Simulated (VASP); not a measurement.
# TaN (P-62m) in VASP: single point with PBEsol

Aim: the single point of TaN with PBEsol.

All numbers are computed with VASP 6.6.1; they aren't measurements. Logs are shortened: lines on timing, memory, paths and dates and some standing lists are left out, and cuts for length are marked.

### Step 1. The cell of the first run

It takes space group P-62m (No. 189, hexagonal). The conventional cell has a = 5.178 Å, b = 5.178 Å, c = 2.896 Å, α = 90.00°, β = 90.00°, γ = 120.00°. Within 2.7 Å of Ta (site symmetry -62m) lie 3 N at 2.04 Å. Within 3.0 Å of Ta (site symmetry -6) lie 6 N at 2.15 Å and 5 Ta at 2.90 to 2.99 Å. N (site symmetry m2m) has 5 Ta at 2.04 to 2.15 Å and 6 N at 2.76 to 2.90 Å within 2.9 Å.

### Step 2. Single point, PBEsol

Contents of INCAR:

```
SYSTEM = TaN
ALGO = Normal ; EDIFF = 1E-6
ENCUT = 520 ; GGA = PS
ISIF = 2 ; ISMEAR = 1
LASPH = .TRUE. ; LCHARG = .TRUE.
LELF = .TRUE. ; LREAL = Auto
LVHAR = .TRUE. ; LWAVE = .FALSE.
NBANDS = 168 ; NELM = 100
PREC = Accurate ; SIGMA = 0.1
```

Contents of KPOINTS:

```
k-points
0
G
  2 2 3
  0 0 0
```

Contents of POSCAR:

```
TaN
1.0
    7.7675072914      4.4845723682      0.0000000000
   -7.7675072417      4.4845724543      0.0000000000
    0.0000000000      0.0000000000      5.7917586531
Ta N
18 18
Direct
    0.0000000000      0.0000000000      0.0000000000
    0.3333333333      0.6666666667      0.0000000000
    0.6666666667      0.3333333333      0.0000000000
    0.0000000000      0.6666666667      0.2500000000
    0.3333333333      0.3333333334      0.2500000000
    0.6666666667      0.0000000000      0.2500000000
    0.0000000000      0.3333333333      0.2500000000
    0.3333333333      0.0000000000      0.2500000000
    0.6666666667      0.6666666666      0.2500000000
    0.0000000000      0.0000000000      0.5000000000
    0.3333333333      0.6666666667      0.5000000000
    0.6666666667      0.3333333333      0.5000000000
    0.0000000000      0.6666666667      0.7500000000
    0.3333333333      0.3333333334      0.7500000000
    0.6666666667      0.0000000000      0.7500000000
    0.0000000000      0.3333333333      0.7500000000
    0.3333333333      0.0000000000      0.7500000000
    0.6666666667      0.6666666666      0.7500000000
    0.1311380464      0.8688619536      0.0000000000
    0.4644713797      0.5355286203      0.0000000000
    0.7978047131      0.2021952869      0.0000000000
    0.0710572405      0.5355286203      0.0000000000
    0.4043905739      0.2021952869      0.0000000000
    0.7377239072      0.8688619536      0.0000000000
    0.1311380464      0.2622760928      0.0000000000
    0.4644713797      0.9289427595      0.0000000000
    0.7978047131      0.5956094261      0.0000000000
    0.1311380464      0.8688619536      0.5000000000
    0.4644713797      0.5355286203      0.5000000000
    0.7978047131      0.2021952869      0.5000000000
    0.0710572405      0.5355286203      0.5000000000
    0.4043905739      0.2021952869      0.5000000000
    0.7377239072      0.8688619536      0.5000000000
    0.1311380464      0.2622760928      0.5000000000
    0.4644713797      0.9289427595      0.5000000000
    0.7978047131      0.5956094261      0.5000000000
```

Potentials or basis: VASP PAW PBE potentials, release 64 (Ta_pv, N).

On the command line:

```sh
$ cat potpaw_PBE.64/Ta_pv/POTCAR potpaw_PBE.64/N/POTCAR > POTCAR
$ mpirun -np 1 vasp_std > vasp.out
```

OUTCAR:

```text
SYSTEM = TaN
   EDIFF = 1E-6
   ENCUT = 520
   GGA = PS
   ISIF = 2
   ISMEAR = 1
   LASPH = .TRUE.
   LREAL = Auto
   NELM = 100
   PREC = Accurate

 ion  position               nearest neighbor table
   1  0.000  0.000  0.000-  24 2.04  25 2.04  19 2.04  10 2.90  10 2.90   8 3.32   6 3.32  15 3.32
                            17 3.32  13 3.32   4 3.32  16 3.32   7 3.32   5 3.32   9 3.32  14 3.32
   2  0.333  0.667  0.000-  22 2.04  26 2.04  20 2.04  11 2.90  11 2.90   4 3.32  13 3.32   8 3.32
                            17 3.32  14 3.32   5 3.32  16 3.32   7 3.32   6 3.32  15 3.32   9 3.32
   3  0.667  0.333  0.000-  23 2.04  27 2.04  21 2.04  12 2.90  12 2.90   7 3.32  16 3.32  15 3.32
                             6 3.32   9 3.32  18 3.32  13 3.32   4 3.32  17 3.32   8 3.32   5 3.32
   4  0.000  0.667  0.250-  27 2.15  36 2.15  28 2.15  19 2.15  31 2.15  22 2.15  13 2.90  13 2.90
                             9 2.99   8 2.99   7 2.99   2 3.32  11 3.32  10 3.32   1 3.32   3 3.32
   5  0.333  0.333  0.250-  25 2.15  34 2.15  29 2.15  20 2.15  32 2.15  23 2.15  14 2.90  14 2.90
                             7 2.99   9 2.99   8 2.99   2 3.32  11 3.32  10 3.32   1 3.32   3 3.32
   6  0.667  0.000  0.250-  21 2.15  30 2.15  24 2.15  33 2.15  26 2.15  35 2.15  15 2.90  15 2.90
                             7 2.99   8 2.99   9 2.99   1 3.32  10 3.32   3 3.32  12 3.32  11 3.32
   7  0.000  0.333  0.250-  21 2.15  30 2.15  25 2.15  34 2.15  31 2.15  22 2.15  16 2.90  16 2.90
                             5 2.99   6 2.99   4 2.99   3 3.32  12 3.32  10 3.32   1 3.32  11 3.32
   8  0.333  0.000  0.250-  23 2.15  32 2.15  28 2.15  19 2.15  26 2.15  35 2.15  17 2.90  17 2.90
                             4 2.99   6 2.99   5 2.99   1 3.32  10 3.32   2 3.32  11 3.32   3 3.32
   9  0.667  0.667  0.250-  27 2.15  36 2.15  29 2.15  20 2.15  33 2.15  24 2.15  18 2.90  18 2.90
                             4 2.99   5 2.99   6 2.99   3 3.32  12 3.32  10 3.32   1 3.32  11 3.32
  10  0.000  0.000  0.500-  33 2.04  34 2.04  28 2.04   1 2.90   1 2.90   6 3.32   8 3.32  15 3.32
                            17 3.32  13 3.32   7 3.32  16 3.32   4 3.32   9 3.32   5 3.32  14 3.32
  11  0.333  0.667  0.500-  31 2.04  35 2.04  29 2.04   2 2.90   2 2.90   4 3.32  13 3.32   8 3.32
                            17 3.32  14 3.32   5 3.32  16 3.32   7 3.32   6 3.32  15 3.32   9 3.32
[... 37 lines left out ...]
  Lattice vectors:

 A1 = (   7.7675072914,   4.4845723682,   0.0000000000)
 A2 = (  -7.7675072417,   4.4845724543,   0.0000000000)
 A3 = (   0.0000000000,   0.0000000000,   5.7917586531)

Analysis of symmetry for initial positions (statically):
=====================================================================
 Subroutine PRICEL returns following result:

  LATTYP: Found a hexagonal cell.
 ALAT       =     5.1783381772
 C/A-ratio  =     0.5592294724

  Lattice vectors:

 A1 = (  -2.5891691127,  -4.4845723969,   0.0000000000)
 A2 = (   5.1783381772,  -0.0000000287,   0.0000000000)
 A3 = (   0.0000000000,   0.0000000000,   2.8958793265)

   6 primitive cells build up your supercell.

 Routine SETGRP: Setting up the symmetry group for a
 hexagonal supercell.

 Subroutine GETGRP returns: Found 12 space group operations
 (whereof 12 operations were pure point group operations)
 out of a pool of 24 trial point group operations.

The static configuration has the point symmetry D_3h.

Analysis of symmetry for dynamics (positions and initial velocities):
=====================================================================
 Subroutine PRICEL returns following result:

  LATTYP: Found a hexagonal cell.
 ALAT       =     5.1783381772
 C/A-ratio  =     0.5592294724

  Lattice vectors:

 A1 = (  -2.5891691127,  -4.4845723969,   0.0000000000)
 A2 = (   5.1783381772,  -0.0000000287,   0.0000000000)
 A3 = (   0.0000000000,   0.0000000000,   2.8958793265)

   6 primitive cells build up your supercell.

 Routine SETGRP: Setting up the symmetry group for a
 hexagonal supercell.

 Subroutine GETGRP returns: Found 12 space group operations
 (whereof 12 operations were pure point group operations)
 out of a pool of 24 trial point group operations.

The dynamic configuration has the point symmetry D_3h.

 Subroutine INISYM returns: Found 12 space group operations
 (whereof 12 operations are pure point group operations),
 and found     6 'primitive' translations

----------------------------------------------------------------------------------------

                                     Primitive cell

  volume of cell :      67.2499

  direct lattice vectors                    reciprocal lattice vectors
    -2.589169113 -4.484572397  0.000000000    -0.000000001 -0.222986699  0.000000000
     5.178338177 -0.000000029  0.000000000     0.193112146 -0.111493351  0.000000000
     0.000000000  0.000000000  2.895879327     0.000000000  0.000000000  0.345318256

  length of vectors
     5.178338177  5.178338177  2.895879327     0.222986699  0.222986699  0.345318256

  position of ions in fractional coordinates (direct lattice)
     0.000000000  0.000000000  0.000000000
     0.333333333  0.666666667  0.500000000
     0.666666667  0.333333333  0.500000000
     1.000000000  0.393414139  0.000000000
     0.393414139  0.000000000  0.000000000
     0.606585861  0.606585861  0.000000000

  ion indices of the primitive-cell ions
   primitive index   ion index
                 1           1
                 2           4
                 3           7
                 4          19
                 5          24
                 6          25

----------------------------------------------------------------------------------------

 KPOINTS: k-points

Automatic generation of k-mesh.
 Grid dimensions read from file:
 generate k-points for:    2    2    3

 Generating k-lattice:

  Cartesian coordinates                     Fractional coordinates (reciprocal lattice)
     0.032185358  0.055746675  0.000000000     0.500000000  0.000000000  0.000000000
    -0.032185357  0.055746675  0.000000000     0.000000000  0.500000000  0.000000000
     0.000000000  0.000000000  0.057553043     0.000000000  0.000000000  0.333333333

  Length of vectors
     0.064370715  0.064370715  0.057553043

  Shift w.r.t. Gamma in fractional coordinates (k-lattice)
     0.000000000  0.000000000  0.000000000

 Subroutine IBZKPT returns following result:
 ===========================================

 Found      4 irreducible k-points:

 Following reciprocal coordinates:
            Coordinates               Weight
  0.000000  0.000000  0.000000      1.000000
  0.500000 -0.000000  0.000000      3.000000
  0.000000  0.000000  0.333333      2.000000
  0.500000 -0.000000  0.333333      6.000000
   k-points           NKPTS =      4   k-points in BZ     NKDIM =      4   number of bands    NBANDS=    168
   number of dos      NEDOS =    301   number of ions     NIONS =     36
   total plane-waves  NPLWV = 235200
   dimension x,y,z NGX =    70 NGY =   70 NGZ =   48
   dimension x,y,z NGXF=   140 NGYF=  140 NGZF=   96
   ions per type =              18  18
   NGX,Y,Z   is equivalent  to a cutoff of  12.97, 12.97, 13.78 a.u.
   NGXF,Y,Z  is equivalent  to a cutoff of  25.95, 25.95, 27.56 a.u.
 SYSTEM =  TaN
   PREC   = accura    normal or accurate (medium, high low for compatibility)
   ISTART =      0    job   : 0-new  1-cont  2-samecut
   ICHARG =      2    charge: 1-file 2-atom 10-const
   ISPIN  =      1    spin polarized calculation?
   LNONCOLLINEAR =      F non collinear calculations
   LSORBIT =      F    spin-orbit coupling
   LASPH  =      T    aspherical Exc in radial PAW
   ENCUT  =  520.0 eV  38.22 Ry    6.18 a.u.  16.68 16.68 10.77*2*pi/ulx,y,z
   NELM   =    100;   NELMIN=  2; NELMDL= -5     # of ELM steps
   EDIFF  = 0.1E-05   stopping-criterion for ELM
   LREAL  =      T    real-space projection
   EDIFFG = 0.1E-04   stopping-criterion for IOM
   NSW    =      0    number of steps for IOM
   IBRION =     -1    ionic relax: 0-MD 1-quasi-New 2-CG
   NFREE  =      0    steps in history (QN), initial steepest desc. (CG)
   ISIF   =      2    stress and relaxation
   ISYM   =      2    0-nonsym 1-usesym 2-fastsym
   POTIM  = 0.5000    time-step for ionic-motion
   TEBEG  =    0.0;   TEEND  =   0.0 temperature during run
   PSTRESS=    0.0 pullay stress
   NELECT =     288.0000    total number of electrons
   NUPDOWN=      -1.0000    fix difference up-down
   EMIN   =  10.00;   EMAX   =-10.00  energy-range for DOS
   EFERMI =   0.00;   METHOD = LEGACY
   ISMEAR =     1;   SIGMA  =   0.10  broadening in eV -4-tet -1-fermi 0-gaus
   EFERMI_NEDOS =   21; number of points for ismear=-14 and -15
   IALGO  =     38    algorithm
   IMIX   =      4    mixing-type and parameters
     AMIX     =   0.40;   BMIX     =  1.00
     AMIX_MAG =   1.60;   BMIX_MAG =  1.00
  volume/ion in A,a.u.               =      11.21        75.64
  Fermi-wavevector in a.u.,A,eV,Ry     =   1.463046  2.764756 29.123314  2.140503
  Thomas-Fermi vector in A             =   2.579187
   LORBIT       =      0    0 simple, 1 ext, 2 COOP (PROOUT), +10 PAW based schemes
   GGA     = PS    functional components
   LHFCALC =     F    Hartree Fock is set to
   AEXX    =    0.0000 exact exchange contribution
   IVDW    =     0    specifies the selected vdW correction
   LEPSILON=     F    determine dielectric tensor
   LRPA    =     F    only Hartree local field effects (RPA)
 non-spin polarized calculation
 Methfessel and Paxton  Order N= 1 SIGMA  =   0.10
  energy-cutoff  :      520.00
  volume of cell :      403.50
 maximum number of plane-waves:     10872
 NGX is ok and might be reduce to    70
   NGX = 33   NGY = 33   NGZ = 21

 number of electron     287.9999993 magnetization

 Free energy of the ion-electron system (eV)
  ---------------------------------------------------
  ext. energy  EPLUGINS =         0.00000000
  ---------------------------------------------------
  free energy    TOTEN  =      -428.66253253 eV

  energy without entropy =     -428.66621177  energy(sigma->0) =     -428.66375894

 E-fermi :   8.0341     XC(G=0): -13.2258

 val. band max:        7.9518545805   @ k =   0.5000  -0.0000   0.0000
 cond. band min:       8.5455847890   @ k =   0.0000   0.0000   0.3333
 fundamental gap:      0.5937302085
 Fermi energy:         8.0340662667

 k-point     1 :       0.0000    0.0000    0.0000
  band No.  band energies     occupation
      1     -28.2243      2.00000
      2     -28.1398      2.00000
      3     -28.1398      2.00000
      4     -28.1398      2.00000
      5     -28.1398      2.00000
      6     -28.0217      2.00000
[... 625 lines left out ...]
    155       9.6764     -0.00000
    156       9.6764     -0.00000
 [bands above 156 left out]

------------------------ aborting loop because EDIFF is reached ----------------------------------------

  FORCE on cell =-STRESS in cart. coord.  units (eV):
  Direction    XX          YY          ZZ          XY          YZ          ZX
  --------------------------------------------------------------------------------------
  -------------------------------------------------------------------------------------
  Total        3.7991846      3.7991846     -0.9670746     -0.0000000     -0.0000000     -0.0000000
  in kB       15.0854343     15.0854343     -3.8399660     -0.0000000     -0.0000000     -0.0000000
  external PRESSURE =       8.7769675 kB  Pullay stress =       0.0000000 kB

 VOLUME and BASIS-vectors are now :
 -----------------------------------------------------------------------------
  energy-cutoff  :      520.00
  volume of cell :      403.50
      direct lattice vectors                 reciprocal lattice vectors
     7.767507291  4.484572368  0.000000000     0.064370716  0.111493349  0.000000000
    -7.767507242  4.484572454  0.000000000    -0.064370715  0.111493350  0.000000000
     0.000000000  0.000000000  5.791758653     0.000000000  0.000000000  0.172659128

 POSITION                                       TOTAL-FORCE (eV/Angst)
 -----------------------------------------------------------------------------------
      0.00000      0.00000      0.00000         0.000000     -0.000000     -0.000000
     -2.58917      4.48457      0.00000         0.000000     -0.000000     -0.000000
      2.58917      4.48457      0.00000         0.000000     -0.000000     -0.000000
     -5.17834      2.98971      1.44794         0.000000     -0.000000      0.000000
      0.00000      2.98971      1.44794         0.000000     -0.000000     -0.000000
      5.17834      2.98971      1.44794         0.000000     -0.000000     -0.000000
[... 28 lines left out ...]
     -3.60778      6.24887      2.89588        -0.020805      0.036035     -0.000000
      1.57055      6.24887      2.89588        -0.020805      0.036035     -0.000000
 -----------------------------------------------------------------------------------
    total drift:                               -0.000000     -0.000000     -0.000000

  FREE ENERGIE OF THE ION-ELECTRON SYSTEM (eV)
  ---------------------------------------------------
  free  energy   TOTEN  =      -428.6625325288 eV

  energy  without entropy=     -428.6662117658  energy(sigma->0) =     -428.66375894
```

Wall time 17 min (1 thread of Intel Xeon Platinum 8259CL at 2.50GHz (Skylake/Cascade Lake), shared host); peak memory 0.61 GiB.

Results:

| Property | Result |
| --- | --- |
| Free energy | -428.6625 eV |
| Pressure | 0.9 GPa |
| Largest force | 0.042 eV/Å |
| Band gap on the k mesh | 0.59 eV |

Forces in eV/Å, atoms in the order of the input:
```
Ta   0.000  0.000  0.000
Ta   0.000  0.000  0.000
Ta   0.000  0.000  0.000
Ta   0.000  0.000  0.000
Ta   0.000  0.000  0.000
Ta   0.000  0.000  0.000
Ta   0.000  0.000  0.000
Ta   0.000  0.000  0.000
Ta   0.000  0.000  0.000
Ta   0.000  0.000  0.000
Ta   0.000  0.000  0.000
Ta   0.000  0.000  0.000
Ta   0.000  0.000  0.000
Ta   0.000  0.000  0.000
Ta   0.000  0.000  0.000
Ta   0.000  0.000  0.000
Ta   0.000  0.000  0.000
Ta   0.000  0.000  0.000
N    0.042  0.000  0.000
N    0.042  0.000  0.000
N    0.042  0.000  0.000
N   -0.021 -0.036  0.000
N   -0.021 -0.036  0.000
N   -0.021 -0.036  0.000
N   -0.021  0.036  0.000
N   -0.021  0.036  0.000
N   -0.021  0.036  0.000
N    0.042  0.000  0.000
N    0.042  0.000  0.000
N    0.042  0.000  0.000
N   -0.021 -0.036  0.000
N   -0.021 -0.036  0.000
N   -0.021 -0.036  0.000
N   -0.021  0.036  0.000
N   -0.021  0.036  0.000
N   -0.021  0.036  0.000
```

Levels at points of the mesh, in eV from the valence-band top:
```
           k point  band 141  band 142  band 143  band 144  band 145  band 146  band 147  band 148
(0.00, 0.00, 0.00)     -1.36     -1.36     -0.58     -0.58      0.93      0.93      1.62      1.62
(0.50, 0.00, 0.00)     -1.24     -0.62      0.00      0.00      0.86      1.29      1.29      1.33
```

Caveat: the PAW data sets were made with another functional, which shifts forces and pressure a little; spin-orbit coupling is left out, which moves the levels of the heavy elements; an odd mesh through Γ misses points on the zone boundary, where band edges can lie.
